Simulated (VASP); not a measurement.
# Ga4As3P (P-43m) in VASP: a series of runs

Runs on Ga4As3P. Level: PBE. Tasks: single point, relaxation of cell and atoms.

Everything below comes from runs of VASP 6.6.1. Logs are shortened: lines on timing, memory, paths and dates and some standing lists are left out, and cuts for length are marked.

## Step 1: The cell of the first run

The structure is cubic, space group P-43m (No. 215). Conventional cell: a = 5.682 Å, b = 5.682 Å, c = 5.682 Å, α = 90.00°, β = 90.00°, γ = 90.00°. Within 3.2 Å of Ga (site symmetry 3m) lie 1 P at 2.42 Å and 3 As at 2.47 Å. P (site symmetry -43m) has 4 Ga at 2.42 Å within 3.2 Å. Within 3.3 Å of As (site symmetry -42m) lie 4 Ga at 2.47 Å.

The cell was generated, and may not be a known phase.

## Step 2: Single point, PBE

INCAR reads:

```
SYSTEM = Ga4As3P
PREC = Accurate
ENCUT = 520
EDIFF = 1E-7
ISMEAR = 0
SIGMA = 0.2
LREAL = .False.
LASPH = .True.
NELM = 80
ALGO = Normal
ISIF = 2
LWAVE = .False.
LCHARG = .True.
GGA = PE
LELF = .True.
LVHAR = .True.
NBANDS = 46
```

KPOINTS reads:

```
Automatic mesh
0
Gamma
  3 3 3
  0 0 0
```

POSCAR reads:

```
Ga4As3P
1.0
    5.6817612381      0.0000000000      0.0000000000
    0.0000000000      5.6817612381      0.0000000000
    0.0000000000      0.0000000000      5.6817612381
Ga P As
4 1 3
Direct
    0.7540067314      0.7540067314      0.2459932686
    0.7540067314      0.2459932686      0.7540067314
    0.2459932686      0.7540067314      0.7540067314
    0.2459932686      0.2459932686      0.2459932686
    0.0000000000      0.0000000000      0.0000000000
    0.0000000000      0.5000000000      0.5000000000
    0.5000000000      0.5000000000      0.0000000000
    0.5000000000      0.0000000000      0.5000000000
```

Potentials or basis: VASP PAW PBE potentials, release 64 (Ga_d, P, As).

Started as:

```sh
cat potpaw_PBE.64/Ga_d/POTCAR potpaw_PBE.64/P/POTCAR potpaw_PBE.64/As/POTCAR > POTCAR
mpirun -np 1 vasp_std > vasp.out
```

OUTCAR:

```text
SYSTEM = Ga4As3P
   PREC = Accurate
   ENCUT = 520
   EDIFF = 1E-7
   ISMEAR = 0
   LREAL = .False.
   LASPH = .True.
   NELM = 80
   ISIF = 2
   GGA = PE

 ion  position               nearest neighbor table
   1  0.754  0.754  0.246-   5 2.42   6 2.47   7 2.47   8 2.47
   2  0.754  0.246  0.754-   5 2.42   6 2.47   7 2.47   8 2.47
   3  0.246  0.754  0.754-   5 2.42   6 2.47   7 2.47   8 2.47
   4  0.246  0.246  0.246-   5 2.42   6 2.47   7 2.47   8 2.47
   5  0.000  0.000  0.000-   1 2.42   2 2.42   3 2.42   4 2.42
   6  0.000  0.500  0.500-   1 2.47   2 2.47   3 2.47   4 2.47
   7  0.500  0.500  0.000-   1 2.47   2 2.47   3 2.47   4 2.47
   8  0.500  0.000  0.500-   1 2.47   2 2.47   3 2.47   4 2.47

  LATTYP: Found a simple cubic cell.
 ALAT       =     5.6817612381

  Lattice vectors:

 A1 = (   5.6817612381,   0.0000000000,   0.0000000000)
 A2 = (   0.0000000000,   5.6817612381,   0.0000000000)
 A3 = (   0.0000000000,   0.0000000000,   5.6817612381)

Analysis of symmetry for initial positions (statically):
=====================================================================
 Subroutine PRICEL returns:
 Original cell was already a primitive cell.

 Routine SETGRP: Setting up the symmetry group for a
 simple cubic supercell.

 Subroutine GETGRP returns: Found 24 space group operations
 (whereof 24 operations were pure point group operations)
 out of a pool of 48 trial point group operations.

The static configuration has the point symmetry T_d .

Analysis of symmetry for dynamics (positions and initial velocities):
=====================================================================
 Subroutine PRICEL returns:
 Original cell was already a primitive cell.

 Routine SETGRP: Setting up the symmetry group for a
 simple cubic supercell.

 Subroutine GETGRP returns: Found 24 space group operations
 (whereof 24 operations were pure point group operations)
 out of a pool of 48 trial point group operations.

The dynamic configuration has the point symmetry T_d .

 Subroutine INISYM returns: Found 24 space group operations
 (whereof 24 operations are pure point group operations),
 and found     1 'primitive' translations

----------------------------------------------------------------------------------------

                                     Primitive cell

  volume of cell :     183.4210

  direct lattice vectors                    reciprocal lattice vectors
     5.681761238  0.000000000  0.000000000     0.176001764  0.000000000  0.000000000
     0.000000000  5.681761238  0.000000000     0.000000000  0.176001764  0.000000000
     0.000000000  0.000000000  5.681761238     0.000000000  0.000000000  0.176001764

  length of vectors
     5.681761238  5.681761238  5.681761238     0.176001764  0.176001764  0.176001764

  position of ions in fractional coordinates (direct lattice)
     0.754006731  0.754006731  0.245993269
     0.754006731  0.245993269  0.754006731
     0.245993269  0.754006731  0.754006731
     0.245993269  0.245993269  0.245993269
     0.000000000  0.000000000  0.000000000
     0.000000000  0.500000000  0.500000000
     0.500000000  0.500000000  0.000000000
     0.500000000  0.000000000  0.500000000

  ion indices of the primitive-cell ions
   primitive index   ion index
                 1           1
                 2           2
                 3           3
                 4           4
                 5           5
                 6           6
                 7           7
                 8           8

----------------------------------------------------------------------------------------

 KPOINTS: Automatic mesh

Automatic generation of k-mesh.
 Grid dimensions read from file:
 generate k-points for:    3    3    3

 Generating k-lattice:

  Cartesian coordinates                     Fractional coordinates (reciprocal lattice)
     0.058667255  0.000000000  0.000000000     0.333333333  0.000000000  0.000000000
     0.000000000  0.058667255  0.000000000     0.000000000  0.333333333  0.000000000
     0.000000000  0.000000000  0.058667255     0.000000000  0.000000000  0.333333333

  Length of vectors
     0.058667255  0.058667255  0.058667255

  Shift w.r.t. Gamma in fractional coordinates (k-lattice)
     0.000000000  0.000000000  0.000000000

 Subroutine IBZKPT returns following result:
 ===========================================

 Found      4 irreducible k-points:

 Following reciprocal coordinates:
            Coordinates               Weight
  0.000000  0.000000  0.000000      1.000000
  0.333333  0.000000  0.000000      6.000000
  0.333333  0.333333  0.000000     12.000000
  0.333333  0.333333  0.333333      8.000000
   k-points           NKPTS =      4   k-points in BZ     NKDIM =      4   number of bands    NBANDS=     46
   number of dos      NEDOS =    301   number of ions     NIONS =      8
   total plane-waves  NPLWV =  74088
   dimension x,y,z NGX =    42 NGY =   42 NGZ =   42
   dimension x,y,z NGXF=    84 NGYF=   84 NGZF=   84
   ions per type =               4   1   3
   NGX,Y,Z   is equivalent  to a cutoff of  12.29, 12.29, 12.29 a.u.
   NGXF,Y,Z  is equivalent  to a cutoff of  24.58, 24.58, 24.58 a.u.
 SYSTEM =  Ga4As3P
   PREC   = accura    normal or accurate (medium, high low for compatibility)
   ISTART =      0    job   : 0-new  1-cont  2-samecut
   ICHARG =      2    charge: 1-file 2-atom 10-const
   ISPIN  =      1    spin polarized calculation?
   LNONCOLLINEAR =      F non collinear calculations
   LSORBIT =      F    spin-orbit coupling
   LASPH  =      T    aspherical Exc in radial PAW
   ENCUT  =  520.0 eV  38.22 Ry    6.18 a.u.  10.56 10.56 10.56*2*pi/ulx,y,z
   NELM   =     80;   NELMIN=  2; NELMDL= -5     # of ELM steps
   EDIFF  = 0.1E-06   stopping-criterion for ELM
   LREAL  =      F    real-space projection
   EDIFFG = 0.1E-05   stopping-criterion for IOM
   NSW    =      0    number of steps for IOM
   IBRION =     -1    ionic relax: 0-MD 1-quasi-New 2-CG
   NFREE  =      0    steps in history (QN), initial steepest desc. (CG)
   ISIF   =      2    stress and relaxation
   ISYM   =      2    0-nonsym 1-usesym 2-fastsym
   POTIM  = 0.5000    time-step for ionic-motion
   TEBEG  =    0.0;   TEEND  =   0.0 temperature during run
   PSTRESS=    0.0 pullay stress
   NELECT =      72.0000    total number of electrons
   NUPDOWN=      -1.0000    fix difference up-down
   EMIN   =  10.00;   EMAX   =-10.00  energy-range for DOS
   EFERMI =   0.00;   METHOD = LEGACY
   ISMEAR =     0;   SIGMA  =   0.20  broadening in eV -4-tet -1-fermi 0-gaus
   EFERMI_NEDOS =   21; number of points for ismear=-14 and -15
   IALGO  =     38    algorithm
   IMIX   =      4    mixing-type and parameters
     AMIX     =   0.40;   BMIX     =  1.00
     AMIX_MAG =   1.60;   BMIX_MAG =  1.00
  volume/ion in A,a.u.               =      22.93       154.72
  Fermi-wavevector in a.u.,A,eV,Ry     =   1.198678  2.265174 19.549258  1.436830
  Thomas-Fermi vector in A             =   2.334561
   LORBIT       =      0    0 simple, 1 ext, 2 COOP (PROOUT), +10 PAW based schemes
   GGA     = PE    functional components
   LHFCALC =     F    Hartree Fock is set to
   AEXX    =    0.0000 exact exchange contribution
   IVDW    =     0    specifies the selected vdW correction
   LEPSILON=     F    determine dielectric tensor
   LRPA    =     F    only Hartree local field effects (RPA)
 non-spin polarized calculation
 Gauss-broadening in eV      SIGMA  =   0.20
  energy-cutoff  :      520.00
  volume of cell :      183.42
 maximum number of plane-waves:      4957
 NGX is ok and might be reduce to    42
   NGX = 21   NGY = 21   NGZ = 21

 number of electron      71.9999947 magnetization

 Free energy of the ion-electron system (eV)
  ---------------------------------------------------
  ext. energy  EPLUGINS =         0.00000000
  ---------------------------------------------------
  free energy    TOTEN  =       -33.79032386 eV

  energy without entropy =      -33.78730353  energy(sigma->0) =      -33.78881369

 E-fermi :   4.0134     XC(G=0):  -9.4562

 val. band max:        3.7291684383   @ k =   0.0000   0.0000   0.0000
 cond. band min:       4.2255725287   @ k =   0.0000   0.0000   0.0000
 fundamental gap:      0.4964040903
 Fermi energy:         4.0133535608

 k-point     1 :       0.0000    0.0000    0.0000
  band No.  band energies     occupation
      1     -11.0766      2.00000
      2     -11.0766      2.00000
      3     -11.0623      2.00000
      4     -10.9756      2.00000
      5     -10.9756      2.00000
      6     -10.9756      2.00000
[... 38 lines left out ...]
     45       7.4879      0.00000
     46       7.4879      0.00000

 k-point     2 :       0.3333    0.0000    0.0000
  band No.  band energies     occupation
      1     -11.0665      2.00000
      2     -11.0617      2.00000
      3     -11.0485      2.00000
      4     -11.0044      2.00000
      5     -10.9649      2.00000
      6     -10.9649      2.00000
[... 38 lines left out ...]
     45       8.9571      0.00000
     46       8.9571      0.00000

 k-point     3 :       0.3333    0.3333    0.0000
  band No.  band energies     occupation
      1     -11.0565      2.00000
      2     -11.0512      2.00000
      3     -11.0425      2.00000
      4     -11.0160      2.00000
      5     -10.9642      2.00000
      6     -10.9615      2.00000
[... 38 lines left out ...]
     45       8.7553      0.00000
     46       8.9449      0.00000

 k-point     4 :       0.3333    0.3333    0.3333
  band No.  band energies     occupation
      1     -11.0493      2.00000
      2     -11.0493      2.00000
      3     -11.0405      2.00000
      4     -11.0256      2.00000
      5     -10.9623      2.00000
      6     -10.9623      2.00000
[... 38 lines left out ...]
     45       8.4217      0.00000
     46       9.3797      0.00000

------------------------ aborting loop because EDIFF is reached ----------------------------------------

  FORCE on cell =-STRESS in cart. coord.  units (eV):
  Direction    XX          YY          ZZ          XY          YZ          ZX
  --------------------------------------------------------------------------------------
  -------------------------------------------------------------------------------------
  Total        0.2129993      0.2129993      0.2129993      0.0000000      0.0000000      0.0000000
  in kB        1.8605431      1.8605431      1.8605431      0.0000000      0.0000000      0.0000000
  external PRESSURE =       1.8605431 kB  Pullay stress =       0.0000000 kB

 VOLUME and BASIS-vectors are now :
 -----------------------------------------------------------------------------
  energy-cutoff  :      520.00
  volume of cell :      183.42
      direct lattice vectors                 reciprocal lattice vectors
     5.681761238  0.000000000  0.000000000     0.176001764  0.000000000  0.000000000
     0.000000000  5.681761238  0.000000000     0.000000000  0.176001764  0.000000000
     0.000000000  0.000000000  5.681761238     0.000000000  0.000000000  0.176001764

 POSITION                                       TOTAL-FORCE (eV/Angst)
 -----------------------------------------------------------------------------------
      4.28409      4.28409      1.39768         0.049498      0.049498     -0.049498
      4.28409      1.39768      4.28409         0.049498     -0.049498      0.049498
      1.39768      4.28409      4.28409        -0.049498      0.049498      0.049498
      1.39768      1.39768      1.39768        -0.049498     -0.049498     -0.049498
      0.00000      0.00000      0.00000        -0.000000      0.000000      0.000000
      0.00000      2.84088      2.84088         0.000000      0.000000      0.000000
      2.84088      2.84088      0.00000         0.000000      0.000000      0.000000
      2.84088      0.00000      2.84088        -0.000000      0.000000      0.000000
 -----------------------------------------------------------------------------------
    total drift:                                0.000000      0.000000      0.000000

  FREE ENERGIE OF THE ION-ELECTRON SYSTEM (eV)
  ---------------------------------------------------
  free  energy   TOTEN  =       -33.7903238608 eV

  energy  without entropy=      -33.7873035275  energy(sigma->0) =      -33.78881369
```

Run time: 97 s. Hardware: 1 thread of Intel Xeon 8259CL, shared host; peak memory 0.23 GiB.

Results:

| Quantity | Value |
| --- | --- |
| Free energy | -33.7903 eV |
| Pressure | 0.2 GPa |
| Largest force | 0.086 eV/Å |
| Band gap on the k mesh | 0.50 eV |

Forces in eV/Å, atoms in the order of the input:
```
Ga   0.049  0.049 -0.049
Ga   0.049 -0.049  0.049
Ga  -0.049  0.049  0.049
Ga  -0.049 -0.049 -0.049
P    0.000  0.000  0.000
As   0.000  0.000  0.000
As   0.000  0.000  0.000
As   0.000  0.000  0.000
```

Caveat: semilocal functionals underestimate gaps, and a narrow one can read as zero.

## Step 3: Relaxation of cell and atoms, PBE

This run uses another cell than the first one, of 22.13 Å³/atom.

INCAR reads:

```
SYSTEM = Ga4As3P
PREC = Accurate
ENCUT = 600
EDIFF = 1E-6
ISMEAR = 0
SIGMA = 0.2
LREAL = .False.
LASPH = .True.
NELM = 60
ALGO = Normal
ISIF = 3
LWAVE = .False.
LCHARG = .False.
GGA = PE
IBRION = 2
NSW = 36
EDIFFG = -0.08
```

KPOINTS is that of step 2.

POSCAR reads:

```
Ga4As3P
1.0
    5.6150051000      0.0000000000      0.0000000000
    0.0000000000      5.6150051000      0.0000000000
    0.0000000000      0.0000000000      5.6150051000
Ga P As
4 1 3
Direct
    0.7384977300      0.7384977300      0.2615022700
    0.7384977300      0.2615022700      0.7384977300
    0.2615022700      0.7384977300      0.7384977300
    0.2615022700      0.2615022700      0.2615022700
    0.0000000000      0.0000000000      0.0000000000
    0.0000000000      0.5000000000      0.5000000000
    0.5000000000      0.5000000000      0.0000000000
    0.5000000000      0.0000000000      0.5000000000
```

Potentials or basis: VASP PAW PBE potentials, release 64 (Ga_d, P, As).

Started as:

```sh
cat potpaw_PBE.64/Ga_d/POTCAR potpaw_PBE.64/P/POTCAR potpaw_PBE.64/As/POTCAR > POTCAR
mpirun -np 1 vasp_std > vasp.out
```

Wall time 4.7 min (1 thread of Intel Xeon 8259CL, shared host); peak memory 0.32 GiB.

It converged, with:

```
Free energy                           : -33.7882 eV
Relaxed volume                        : 23.14 Å³/atom
Relaxed cell                          : a = 5.699 Å, b = 5.699 Å, c = 5.699 Å, α = 90.00°, β = 90.00°, γ = 90.00°
Space group after relaxing (to 0.1 Å) : P-43m (No. 215)
Energy gained by relaxing             : 87.5 meV/atom
Ionic steps                           : 4
Pressure after relaxing               : -0.4 GPa
Largest force after relaxing          : 0.055 eV/Å
Band gap on the k mesh                : 0.43 eV
```

Forces on the atoms (eV/Å):
```
Ga   0.032  0.032 -0.032
Ga   0.032 -0.032  0.032
Ga  -0.032  0.032  0.032
Ga  -0.032 -0.032 -0.032
P    0.000  0.000  0.000
As   0.000  0.000  0.000
As   0.000  0.000  0.000
As   0.000  0.000  0.000
```

The path:
```tsv
step	energy change (eV)	largest force (eV/Å)	pressure (GPa)	volume (Å³)
1	0.0000	1.9462	3.63	177.03
2	-0.5656	0.7403	-1.73	190.19
3	-0.5770	0.5652	-2.31	192.29
4	-0.6998	0.0548	-0.42	185.10
```

Final structure:
```
CELL_PARAMETERS angstrom
5.69905 0.00000 0.00000
0.00000 5.69905 0.00000
0.00000 0.00000 5.69905
ATOMIC_POSITIONS crystal
Ga 0.75424 0.75424 0.24576
Ga 0.75424 0.24576 0.75424
Ga 0.24576 0.75424 0.75424
Ga 0.24576 0.24576 0.24576
P 0.00000 0.00000 0.00000
As 0.00000 0.50000 0.50000
As 0.50000 0.50000 0.00000
As 0.50000 0.00000 0.50000
```

Levels at points of the mesh, in eV from the valence-band top:
```
           k point  band 34  band 35  band 36  band 37  band 38  band 39
(0.00, 0.00, 0.00)     0.00     0.00     0.00     0.43     1.47     1.47
```

Caveat: semilocal functionals underestimate gaps, and a narrow one can read as zero; the relaxation stopped at a loose force limit of 0.08 eV/Å, so its end isn't a converged minimum.

## Step 4: Single point, PBE

INCAR reads:

```
ALGO = Normal
EDIFF = 1E-6
ENCUT = 520
GGA = PE
ISIF = 2
ISMEAR = 0
LASPH = True
LCHARG = False
LREAL = False
LWAVE = False
NBANDS = 46
NELM = 60
PREC = Accurate
SIGMA = 0.02
```

KPOINTS reads:

```
k-points
0
Gamma
  6 6 6
```

POSCAR reads:

```
Ga4As3P
1.0
    5.6843652420      0.0000000000      0.0000000000
    0.0000000000      5.6843652420      0.0000000000
    0.0000000000      0.0000000000      5.6843652420
Ga P As
4 1 3
Direct
    0.7546734418      0.7546734418      0.2453265582
    0.7546734418      0.2453265582      0.7546734418
    0.2453265582      0.7546734418      0.7546734418
    0.2453265582      0.2453265582      0.2453265582
    0.0000000000      0.0000000000      0.0000000000
    0.0000000000      0.5000000000      0.5000000000
    0.5000000000      0.5000000000      0.0000000000
    0.5000000000      0.0000000000      0.5000000000
```

Started as:

```sh
cat potpaw_PBE.64/Ga_d/POTCAR potpaw_PBE.64/P/POTCAR potpaw_PBE.64/As/POTCAR > POTCAR
mpirun -np 1 vasp_std > vasp.out
```

It took 6 min on 1 thread of Intel Xeon 8259CL, shared host; peak memory 0.31 GiB.

The run converged. Its results:

| Property | Result |
| --- | --- |
| Free energy | -33.9007 eV |
| Pressure | 0.1 GPa |
| Largest force | 0.007 eV/Å |
| Band gap on the k mesh | 0.48 eV |

Forces on the atoms (eV/Å):
```
Ga   0.004  0.004 -0.004
Ga   0.004 -0.004  0.004
Ga  -0.004  0.004  0.004
Ga  -0.004 -0.004 -0.004
P    0.000  0.000  0.000
As   0.000  0.000  0.000
As   0.000  0.000  0.000
As   0.000  0.000  0.000
```

Levels at points of the mesh, in eV from the valence-band top:
| k point | band 32 | band 33 | band 34 | band 35 | band 36 | band 37 | band 38 | band 39 | band 40 | band 41 |
| --- | --- | --- | --- | --- | --- | --- | --- | --- | --- | --- |
| (0.00, 0.00, 0.00) | -2.48 | -2.48 | 0.00 | 0.00 | 0.00 | 0.48 | 1.45 | 1.45 | 1.69 | 1.69 |
| (0.50, 0.00, 0.00) | -3.15 | -1.73 | -1.73 | -1.47 | -1.47 | 1.93 | 2.14 | 3.21 | 3.24 | 4.44 |
| (0.50, 0.50, 0.00) | -3.07 | -1.30 | -1.30 | -1.09 | -0.94 | 2.52 | 2.69 | 2.84 | 2.84 | 5.26 |
| (0.50, 0.50, 0.50) | -0.99 | -0.99 | -0.99 | -0.88 | -0.88 | 1.01 | 1.01 | 1.01 | 1.05 | 4.40 |

Caveat: semilocal functionals underestimate gaps, and a narrow one can read as zero.

## Step 5: The runs side by side

```csv
task,cell,k mesh,cutoff (eV),smearing,gap on the mesh (eV),pressure (GPa),largest force (eV/Å)
single point,"a = 5.682 Å, 8 atoms, atomic positions A",3 × 3 × 3,520,gaussian 0.2 eV,0.50,0.2,0.09
relaxation of cell and atoms,"relaxed from a = 5.615 Å, 8 atoms, atomic positions B",3 × 3 × 3,600,gaussian 0.2 eV,0.43,-0.4,0.05
single point,"a = 5.684 Å, 8 atoms, atomic positions C",6 × 6 × 6,520,gaussian 0.02 eV,0.48,0.1,0.01
```

Alike in all rows: level PBE; potentials or basis VASP PAW PBE potentials, release 64 (Ga_d, P, As); no spin polarisation.

Caveats: semilocal functionals underestimate gaps, and a narrow one can read as zero; the relaxation stopped at a loose force limit of 0.08 eV/Å, so its end isn't a converged minimum (at least some runs).

Total energies depend on the potentials used, so only differences within one code and one set of settings carry meaning.
